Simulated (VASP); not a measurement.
Set up this calculation in VASP 6.6.1, as the native input.

* Task: single point
* Functional: PBEsol
* Potentials or basis: VASP PAW PBE potentials, release 64 (Ti_sv, H)
* Cutoff: 520 eV
* k mesh: 7 × 7 × 7
* Occupations: fermi-dirac, width 0.1 eV
* Spin: no spin polarisation
* Dipole correction: no
* Further INCAR settings: ALGO = Normal; EDIFF = 1e-06; NBANDS = 14

The structure of TiH lies in POSCAR:

```
TiH
1.0
    2.5634576239      0.0000000000      0.0000000000
    0.0000000000      2.5634576239      0.0000000000
    0.0000000000      0.0000000000      2.5634576239
Ti H
1 1
Direct
    0.0000000000      0.0000000000      0.0000000000
    0.5000000000      0.5000000000      0.5000000000
```

One way to write it, as run:

INCAR

```
PREC     = Accurate       # precision mode
ENCUT    = 520            # plane-wave cutoff, eV
EDIFF    = 1E-6           # SCF threshold, eV
ISMEAR   = -1             # smearing method
SIGMA    = 0.1            # smearing width, eV
LREAL    = F              # projectors in reciprocal space
LASPH    = T              # aspherical terms in the spheres
NELM     = 100            # most SCF steps
ALGO     = Normal         # electronic algorithm
ISIF     = 2              # what is computed and relaxed
LWAVE    = F              # write WAVECAR
LCHARG   = F              # write CHGCAR
GGA      = PS             # functional
NBANDS   = 14             # bands
```

KPOINTS

```
Automatic mesh
0
Gamma
  7 7 7
```

Potentials or basis: VASP PAW PBE potentials, release 64 (Ti_sv, H).

Run with:

```sh
$ cat potpaw_PBE.64/Ti_sv/POTCAR potpaw_PBE.64/H/POTCAR > POTCAR
$ mpirun -np 1 vasp_std > vasp.out
```

Results of the run:

```
Pressure : 9.8 GPa
```

Caveat: the PAW data sets were made with another functional, which shifts forces and pressure a little.

Run time: 5.6 s on 1 thread of Intel Xeon 6975P-C, with other jobs on the host, peak memory 0.12 GiB.
